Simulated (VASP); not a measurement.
Set up this calculation in VASP 6.6.1, as the native input.

* Task: single point
* Functional: PBE
* Potentials or basis: VASP PAW PBE potentials, release 64 (Si, C)
* Cutoff: 520 eV
* k mesh: 12 × 12 × 6
* Occupations: gaussian, width 0.05 eV
* Spin: no spin polarisation
* Dipole correction: no
* Further INCAR settings: ALGO = Normal; EDIFF = 1e-07; NBANDS = 16

The structure of SiC lies in POSCAR:

```
SiC
1.0
    3.1200190218      0.0000000000      0.0000000000
   -1.5600095109      2.7020157332      0.0000000000
    0.0000000000      0.0000000000      4.9832943816
Si C
2 2
Direct
    0.3333333333      0.6666666667      0.0045639005
    0.6666666667      0.3333333333      0.5045639005
    0.3333333333      0.6666666667      0.3506168194
    0.6666666667      0.3333333333      0.8506168194
```

This cell differs from its parent crystal: c/a of the conventional cell at fixed volume 1.5972.

These files were run (other wordings do the same):

INCAR

```
SYSTEM = SiC
PREC = Accurate
ENCUT = 520
EDIFF = 1E-7
ISMEAR = 0
SIGMA = 0.05
LREAL = .False.
LASPH = .True.
NELM = 80
ALGO = Normal
ISIF = 2
LWAVE = .False.
LCHARG = .False.
GGA = PE
NBANDS = 16
```

KPOINTS

```
Automatic mesh
0
Gamma
  12 12 6
  0 0 0
```

Potentials or basis: VASP PAW PBE potentials, release 64 (Si, C).

Run with:

```sh
$ cat potpaw_PBE.64/Si/POTCAR potpaw_PBE.64/C/POTCAR > POTCAR
$ mpirun -np 1 vasp_std > vasp.out
```

It gave:

- Pressure: 5.0 GPa
- Largest force: 4.195 eV/Å
- Band gap on the k mesh: 1.43 eV, indirect (least direct gap 3.41 eV)

Caveat: forces of over 1 eV/Å act on the atoms, so gaps and moduli don't describe the material at rest.

Wall time 53 s on 1 thread of Intel Xeon 8259CL (shared host), peak memory 0.18 GiB.
